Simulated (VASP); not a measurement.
# KPb2WF6 (Fm-3m) in VASP: single point with PBE

Aim: the single point of KPb2WF6 with PBE.

All numbers are computed with VASP 6.6.1; they aren't measurements. Logs are shortened: lines on timing, memory, paths and dates and some standing lists are left out, and cuts for length are marked.

### 1 The cell of the first run

It takes space group Fm-3m (No. 225, cubic). The conventional cell has a = 8.488 Å, b = 8.488 Å, c = 8.488 Å, α = 90.00°, β = 90.00°, γ = 90.00°. Within 2.6 Å of W (site symmetry m-3m) lie 6 F at 1.93 Å. Within 3.1 Å of K (site symmetry m-3m) lie 6 F at 2.32 Å. Within 4.0 Å of Pb (site symmetry -43m) lie 12 F at 3.01 Å and 4 W at 3.68 Å and 4 K at 3.68 Å. Within 2.6 Å of F (site symmetry 4mm) lie 1 W at 1.93 Å and 1 K at 2.32 Å.

### 2 Single point, PBE

INCAR reads:

```
SYSTEM = KPb2WF6
ALGO = Normal
EDIFF = 1E-6
ENCUT = 520
GGA = PE
ISIF = 2
ISMEAR = 0
LASPH = .TRUE.
LCHARG = .TRUE.
LELF = .TRUE.
LREAL = .FALSE.
LVHAR = .TRUE.
LWAVE = .FALSE.
NBANDS = 58
NELM = 100
PREC = Accurate
SIGMA = 0.0234
```

KPOINTS reads:

```
k-points
0
G
  4 4 4
  0 0 0
```

POSCAR reads:

```
KPb2WF6
1.0
    0.0000000000      4.2440730000      4.2440730000
    4.2440730000      0.0000000000      4.2440730000
    4.2440730000      4.2440730000      0.0000000000
W K Pb F
1 1 2 6
Direct
    0.0000000000      0.0000000000      0.0000000000
    0.5000000000      0.5000000000      0.5000000000
    0.2500000000      0.2500000000      0.2500000000
    0.7500000000      0.7500000000      0.7500000000
    0.7730000000      0.2270000000      0.2270000000
    0.2270000000      0.7730000000      0.2270000000
    0.2270000000      0.7730000000      0.7730000000
    0.7730000000      0.2270000000      0.7730000000
    0.2270000000      0.2270000000      0.7730000000
    0.7730000000      0.7730000000      0.2270000000
```

Potentials or basis: VASP PAW PBE potentials, release 64 (W_sv, K_sv, Pb_d, F).

On the command line:

```bash
$ cat potpaw_PBE.64/W_sv/POTCAR potpaw_PBE.64/K_sv/POTCAR potpaw_PBE.64/Pb_d/POTCAR potpaw_PBE.64/F/POTCAR > POTCAR
$ mpirun -np 1 vasp_std > vasp.out
```

OUTCAR:

```text
SYSTEM = KPb2WF6
   EDIFF = 1E-6
   ENCUT = 520
   GGA = PE
   ISIF = 2
   ISMEAR = 0
   LASPH = .TRUE.
   LREAL = .FALSE.
   NELM = 100
   PREC = Accurate

 ion  position               nearest neighbor table
   1  0.000  0.000  0.000-   5 1.93   6 1.93   7 1.93   8 1.93   9 1.93  10 1.93   4 3.68   4 3.68
                             3 3.68   4 3.68   4 3.68   3 3.68   3 3.68   3 3.68
   2  0.500  0.500  0.500-   5 2.32   6 2.32   7 2.32   8 2.32   9 2.32  10 2.32   3 3.68   3 3.68
                             3 3.68   4 3.68   3 3.68   4 3.68   4 3.68   4 3.68
   3  0.250  0.250  0.250-   5 3.01   8 3.01  10 3.01   6 3.01   7 3.01  10 3.01   7 3.01   8 3.01
                             9 3.01   5 3.01   6 3.01   9 3.01   1 3.68   2 3.68   1 3.68   1 3.68
   4  0.750  0.750  0.750-   7 3.01   8 3.01  10 3.01   5 3.01   6 3.01  10 3.01   5 3.01   8 3.01
                             9 3.01   6 3.01   7 3.01   9 3.01   1 3.68   2 3.68   2 3.68   1 3.68
   5  0.773  0.227  0.227-   1 1.93   2 2.32   4 3.01   4 3.01   3 3.01   3 3.01
   6  0.227  0.773  0.227-   1 1.93   2 2.32   4 3.01   4 3.01   3 3.01   3 3.01
   7  0.227  0.773  0.773-   1 1.93   2 2.32   4 3.01   4 3.01   3 3.01   3 3.01
   8  0.773  0.227  0.773-   1 1.93   2 2.32   4 3.01   4 3.01   3 3.01   3 3.01
   9  0.227  0.227  0.773-   1 1.93   2 2.32   4 3.01   4 3.01   3 3.01   3 3.01
  10  0.773  0.773  0.227-   1 1.93   2 2.32   4 3.01   4 3.01   3 3.01   3 3.01

  LATTYP: Found a face centered cubic cell.
 ALAT       =     8.4881460000

  Lattice vectors:

 A1 = (   0.0000000000,   4.2440730000,   4.2440730000)
 A2 = (   4.2440730000,   0.0000000000,   4.2440730000)
 A3 = (   4.2440730000,   4.2440730000,   0.0000000000)

Analysis of symmetry for initial positions (statically):
=====================================================================
 Subroutine PRICEL returns:
 Original cell was already a primitive cell.

 Routine SETGRP: Setting up the symmetry group for a
 face centered cubic supercell.

 Subroutine GETGRP returns: Found 48 space group operations
 (whereof 48 operations were pure point group operations)
 out of a pool of 48 trial point group operations.

The static configuration has the point symmetry O_h .

Analysis of symmetry for dynamics (positions and initial velocities):
=====================================================================
 Subroutine PRICEL returns:
 Original cell was already a primitive cell.

 Routine SETGRP: Setting up the symmetry group for a
 face centered cubic supercell.

 Subroutine GETGRP returns: Found 48 space group operations
 (whereof 48 operations were pure point group operations)
 out of a pool of 48 trial point group operations.

The dynamic configuration has the point symmetry O_h .

 Subroutine INISYM returns: Found 48 space group operations
 (whereof 48 operations are pure point group operations),
 and found     1 'primitive' translations

----------------------------------------------------------------------------------------

                                     Primitive cell

  volume of cell :     152.8898

  direct lattice vectors                    reciprocal lattice vectors
     0.000000000  4.244073000  4.244073000    -0.117811357  0.117811357  0.117811357
     4.244073000  0.000000000  4.244073000     0.117811357 -0.117811357  0.117811357
     4.244073000  4.244073000  0.000000000     0.117811357  0.117811357 -0.117811357

  length of vectors
     6.002025596  6.002025596  6.002025596     0.204055256  0.204055256  0.204055256

  position of ions in fractional coordinates (direct lattice)
     0.000000000  0.000000000  0.000000000
     0.500000000  0.500000000  0.500000000
     0.250000000  0.250000000  0.250000000
     0.750000000  0.750000000  0.750000000
     0.773000000  0.227000000  0.227000000
     0.227000000  0.773000000  0.227000000
     0.227000000  0.773000000  0.773000000
     0.773000000  0.227000000  0.773000000
     0.227000000  0.227000000  0.773000000
     0.773000000  0.773000000  0.227000000

  ion indices of the primitive-cell ions
   primitive index   ion index
                 1           1
                 2           2
                 3           3
                 4           4
                 5           5
                 6           6
                 7           7
                 8           8
                 9           9
                10          10

----------------------------------------------------------------------------------------

 KPOINTS: k-points

Automatic generation of k-mesh.
 Grid dimensions read from file:
 generate k-points for:    4    4    4

 Generating k-lattice:

  Cartesian coordinates                     Fractional coordinates (reciprocal lattice)
    -0.029452839  0.029452839  0.029452839     0.250000000  0.000000000  0.000000000
     0.029452839 -0.029452839  0.029452839     0.000000000  0.250000000  0.000000000
     0.029452839  0.029452839 -0.029452839     0.000000000  0.000000000  0.250000000

  Length of vectors
     0.051013814  0.051013814  0.051013814

  Shift w.r.t. Gamma in fractional coordinates (k-lattice)
     0.000000000  0.000000000  0.000000000

 Subroutine IBZKPT returns following result:
 ===========================================

 Found      8 irreducible k-points:

 Following reciprocal coordinates:
            Coordinates               Weight
  0.000000  0.000000  0.000000      1.000000
  0.250000  0.000000  0.000000      8.000000
  0.500000  0.000000  0.000000      4.000000
  0.250000  0.250000  0.000000      6.000000
  0.500000  0.250000  0.000000     24.000000
 -0.250000  0.250000  0.000000     12.000000
  0.500000  0.500000  0.000000      3.000000
 -0.250000  0.500000  0.250000      6.000000
   k-points           NKPTS =      8   k-points in BZ     NKDIM =      8   number of bands    NBANDS=     58
   number of dos      NEDOS =    301   number of ions     NIONS =     10
   total plane-waves  NPLWV = 110592
   dimension x,y,z NGX =    48 NGY =   48 NGZ =   48
   dimension x,y,z NGXF=    96 NGYF=   96 NGZF=   96
   ions per type =               1   1   2   6
   NGX,Y,Z   is equivalent  to a cutoff of  13.30, 13.30, 13.30 a.u.
   NGXF,Y,Z  is equivalent  to a cutoff of  26.59, 26.59, 26.59 a.u.
 SYSTEM =  KPb2WF6
   PREC   = accura    normal or accurate (medium, high low for compatibility)
   ISTART =      0    job   : 0-new  1-cont  2-samecut
   ICHARG =      2    charge: 1-file 2-atom 10-const
   ISPIN  =      1    spin polarized calculation?
   LNONCOLLINEAR =      F non collinear calculations
   LSORBIT =      F    spin-orbit coupling
   LASPH  =      T    aspherical Exc in radial PAW
   ENCUT  =  520.0 eV  38.22 Ry    6.18 a.u.  11.16 11.16 11.16*2*pi/ulx,y,z
   NELM   =    100;   NELMIN=  2; NELMDL= -5     # of ELM steps
   EDIFF  = 0.1E-05   stopping-criterion for ELM
   LREAL  =      F    real-space projection
   EDIFFG = 0.1E-04   stopping-criterion for IOM
   NSW    =      0    number of steps for IOM
   IBRION =     -1    ionic relax: 0-MD 1-quasi-New 2-CG
   NFREE  =      0    steps in history (QN), initial steepest desc. (CG)
   ISIF   =      2    stress and relaxation
   ISYM   =      2    0-nonsym 1-usesym 2-fastsym
   POTIM  = 0.5000    time-step for ionic-motion
   TEBEG  =    0.0;   TEEND  =   0.0 temperature during run
   PSTRESS=    0.0 pullay stress
   NELECT =      93.0000    total number of electrons
   NUPDOWN=      -1.0000    fix difference up-down
   EMIN   =  10.00;   EMAX   =-10.00  energy-range for DOS
   EFERMI =   0.00;   METHOD = LEGACY
   ISMEAR =     0;   SIGMA  =   0.02  broadening in eV -4-tet -1-fermi 0-gaus
   EFERMI_NEDOS =   21; number of points for ismear=-14 and -15
   IALGO  =     38    algorithm
   IMIX   =      4    mixing-type and parameters
     AMIX     =   0.40;   BMIX     =  1.00
     AMIX_MAG =   1.60;   BMIX_MAG =  1.00
  volume/ion in A,a.u.               =      15.29       103.18
  Fermi-wavevector in a.u.,A,eV,Ry     =   1.387106  2.621250 26.178465  1.924063
  Thomas-Fermi vector in A             =   2.511359
   LORBIT       =      0    0 simple, 1 ext, 2 COOP (PROOUT), +10 PAW based schemes
   GGA     = PE    functional components
   LHFCALC =     F    Hartree Fock is set to
   AEXX    =    0.0000 exact exchange contribution
   IVDW    =     0    specifies the selected vdW correction
   LEPSILON=     F    determine dielectric tensor
   LRPA    =     F    only Hartree local field effects (RPA)
 non-spin polarized calculation
 Gauss-broadening in eV      SIGMA  =   0.02
  energy-cutoff  :      520.00
  volume of cell :      152.89
 maximum number of plane-waves:      4140
 NGX is ok and might be reduce to    48
   NGX = 23   NGY = 23   NGZ = 23

 number of electron      93.0000009 magnetization

 Free energy of the ion-electron system (eV)
  ---------------------------------------------------
  ext. energy  EPLUGINS =         0.00000000
  ---------------------------------------------------
  free energy    TOTEN  =       -46.57448821 eV

  energy without entropy =      -46.56450933  energy(sigma->0) =      -46.56949877

 E-fermi :   6.4623     XC(G=0): -10.3956

 val. band max:        6.3941073624   @ k =   0.5000   0.5000   0.0000
 cond. band min:       6.4693380198   @ k =   0.5000   0.2500   0.0000
 fundamental gap:      0.0752306573
 Fermi energy:         6.4623300350

 k-point     1 :       0.0000    0.0000    0.0000
  band No.  band energies     occupation
      1     -69.8114      2.00000
      2     -34.2957      2.00000
      3     -34.2957      2.00000
      4     -34.2957      2.00000
      5     -23.6790      2.00000
      6     -20.1740      2.00000
[... 50 lines left out ...]
     57      12.6659      0.00000
     58      12.6660      0.00000

 k-point     2 :       0.2500    0.0000    0.0000
  band No.  band energies     occupation
      1     -69.8114      2.00000
      2     -34.2958      2.00000
      3     -34.2957      2.00000
      4     -34.2957      2.00000
      5     -23.6725      2.00000
      6     -20.2341      2.00000
[... 50 lines left out ...]
     57      13.1598      0.00000
     58      13.1599      0.00000

 k-point     3 :       0.5000    0.0000    0.0000
  band No.  band energies     occupation
      1     -69.8114      2.00000
      2     -34.2959      2.00000
      3     -34.2956      2.00000
      4     -34.2956      2.00000
      5     -23.6659      2.00000
      6     -20.2859      2.00000
[... 50 lines left out ...]
     57      13.1634      0.00000
     58      13.2296      0.00000

 k-point     4 :       0.2500    0.2500    0.0000
  band No.  band energies     occupation
      1     -69.8114      2.00000
      2     -34.2957      2.00000
      3     -34.2957      2.00000
      4     -34.2957      2.00000
      5     -23.6733      2.00000
      6     -20.2349      2.00000
[... 50 lines left out ...]
     57      12.9725      0.00000
     58      13.1549      0.00000

 k-point     5 :       0.5000    0.2500    0.0000
  band No.  band energies     occupation
      1     -69.8114      2.00000
      2     -34.2958      2.00000
      3     -34.2957      2.00000
      4     -34.2957      2.00000
      5     -23.6698      2.00000
      6     -20.2599      2.00000
[... 50 lines left out ...]
     57      13.3669      0.00000
     58      13.4550      0.00000

 k-point     6 :      -0.2500    0.2500    0.0000
  band No.  band energies     occupation
      1     -69.8114      2.00000
      2     -34.2958      2.00000
      3     -34.2957      2.00000
      4     -34.2956      2.00000
      5     -23.6689      2.00000
      6     -20.2668      2.00000
[... 50 lines left out ...]
     57      13.3240      0.00000
     58      13.4590      0.00000

 k-point     7 :       0.5000    0.5000    0.0000
  band No.  band energies     occupation
      1     -69.8114      2.00000
      2     -34.2958      2.00000
      3     -34.2957      2.00000
      4     -34.2957      2.00000
      5     -23.6736      2.00000
      6     -20.2328      2.00000
[... 50 lines left out ...]
     57      13.3251      0.00000
     58      13.3835      0.00000

 k-point     8 :      -0.2500    0.5000    0.2500
  band No.  band energies     occupation
      1     -69.8114      2.00000
      2     -34.2957      2.00000
      3     -34.2957      2.00000
      4     -34.2957      2.00000
      5     -23.6706      2.00000
      6     -20.2556      2.00000
[... 50 lines left out ...]
     57      13.3873      0.00000
     58      13.4154      0.00000

------------------------ aborting loop because EDIFF is reached ----------------------------------------

  FORCE on cell =-STRESS in cart. coord.  units (eV):
  Direction    XX          YY          ZZ          XY          YZ          ZX
  --------------------------------------------------------------------------------------
  -------------------------------------------------------------------------------------
  Total       18.7771803     18.7771803     18.7771803     -0.0000000     -0.0000000      0.0000000
  in kB      196.7716045    196.7716045    196.7716045     -0.0000000     -0.0000000      0.0000000
  external PRESSURE =     196.7716045 kB  Pullay stress =       0.0000000 kB

 VOLUME and BASIS-vectors are now :
 -----------------------------------------------------------------------------
  energy-cutoff  :      520.00
  volume of cell :      152.89
      direct lattice vectors                 reciprocal lattice vectors
     0.000000000  4.244073000  4.244073000    -0.117811357  0.117811357  0.117811357
     4.244073000  0.000000000  4.244073000     0.117811357 -0.117811357  0.117811357
     4.244073000  4.244073000  0.000000000     0.117811357  0.117811357 -0.117811357

 POSITION                                       TOTAL-FORCE (eV/Angst)
 -----------------------------------------------------------------------------------
      0.00000      0.00000      0.00000        -0.000000     -0.000000      0.000000
      4.24407      4.24407      4.24407        -0.000000     -0.000000     -0.000000
      2.12204      2.12204      2.12204        -0.000000      0.000000     -0.000000
      6.36611      6.36611      6.36611        -0.000000      0.000000      0.000000
      1.92681      4.24407      4.24407         0.603110     -0.000000      0.000000
      4.24407      1.92681      4.24407        -0.000000      0.603110      0.000000
      6.56134      4.24407      4.24407        -0.603110     -0.000000      0.000000
      4.24407      6.56134      4.24407        -0.000000     -0.603110      0.000000
      4.24407      4.24407      1.92681        -0.000000     -0.000000      0.603110
      4.24407      4.24407      6.56134        -0.000000     -0.000000     -0.603110
 -----------------------------------------------------------------------------------
    total drift:                               -0.000000      0.000000      0.000000

  FREE ENERGIE OF THE ION-ELECTRON SYSTEM (eV)
  ---------------------------------------------------
  free  energy   TOTEN  =       -46.5744882141 eV

  energy  without entropy=      -46.5645093310  energy(sigma->0) =      -46.56949877
```

Run time: 54 s. Hardware: 1 thread of Intel Xeon 6975P-C (Granite Rapids), shared host; peak memory 0.36 GiB.

What came out:

* Free energy: -46.5745 eV
* Pressure: 19.7 GPa
* Largest force: 0.603 eV/Å

Forces in eV/Å, atoms in the order of the input:
```
W    0.000  0.000  0.000
K    0.000  0.000  0.000
Pb   0.000  0.000  0.000
Pb   0.000  0.000  0.000
F    0.603  0.000  0.000
F    0.000  0.603  0.000
F   -0.603  0.000  0.000
F    0.000 -0.603  0.000
F    0.000  0.000  0.603
F    0.000  0.000 -0.603
```

Caveat: spin-orbit coupling is left out, which moves the levels of the heavy elements; an odd number of electrons without spin polarisation forces a metal; a magnetic or distorted state may lie lower.
